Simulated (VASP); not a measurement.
NaF: electric field gradients with PBE

The system is NaF.

```
Na F
1.0
     0.00000    2.32330    2.32330
     2.32330    0.00000    2.32330
     2.32330    2.32330    0.00000
Na F
1 1
Direct
  0.00000 0.00000 0.00000
  0.48278 0.51722 0.51722
```

This cell differs from its parent crystal: atom 2 (F) moved by [0.08, 0.0, 0.0] A.

* Program: VASP 6.6.1
* Task: electric field gradients
* Functional: PBE
* Potentials or basis: VASP PAW PBE potentials, release 64 (Na_pv, F)
* Cutoff: 520 eV
* k mesh: 10 × 10 × 10
* Occupations: fermi-dirac, width 0.02 eV
* Spin: no spin polarisation
* Dipole correction: no
* Further INCAR settings: ALGO = Normal; EDIFF = 1e-08; NBANDS = 14

```yaml
Pressure: 1.8 GPa
Largest_force: 0.195 eV/Å
Band_gap_on_the_k_mesh: 6.26 eV
Largest_electric_field_gradient_by_atom: Na -0.7; F -0.6 V/Å²
```

Forces in eV/Å, atoms in the order of the input:
```
Na   0.195  0.000  0.000
F   -0.195  0.000  0.000
```

Stress tensor (GPa, compression positive):
```
2.27 0.00 0.00
0.00 1.53 0.00
0.00 0.00 1.53
```

Levels at points of the mesh, in eV from the valence-band top:
```csv
k point,band 4,band 5,band 6,band 7,band 8,band 9,band 10,band 11
"(0.00, 0.00, 0.00)",-18.94,0.00,0.00,0.00,6.26,18.93,18.94,18.94
"(0.50, 0.00, 0.00)",-18.19,-1.57,-0.25,-0.25,10.73,12.39,20.01,20.01
"(0.50, 0.50, 0.00)",-18.85,-1.26,-0.40,-0.40,13.09,13.30,13.50,19.65
"(0.00, 0.50, 0.50)",-18.84,-1.25,-0.40,-0.40,13.01,13.28,13.58,19.67
```

Electric field gradients, principal values (V/Å²):
| atom | least | middle | greatest (by size) |
| --- | --- | --- | --- |
| 1 Na | 0.350 | 0.356 | -0.707 |
| 2 F | 0.311 | 0.323 | -0.634 |

Run time: 19 s on 1 thread of Intel(R) Xeon(R) Platinum 8259CL CPU @ 2.50GHz (Skylake/Cascade Lake), on a shared host, peak memory 0.15 GiB.

Caveat: the cell differs from its parent crystal (atom 2 (F) moved by [0.08, 0.0, 0.0] A); without QUAD_EFG the Cq values of the log hold for a quadrupole moment of 1 mb, not for the nuclei. A k mesh can miss the band edges.
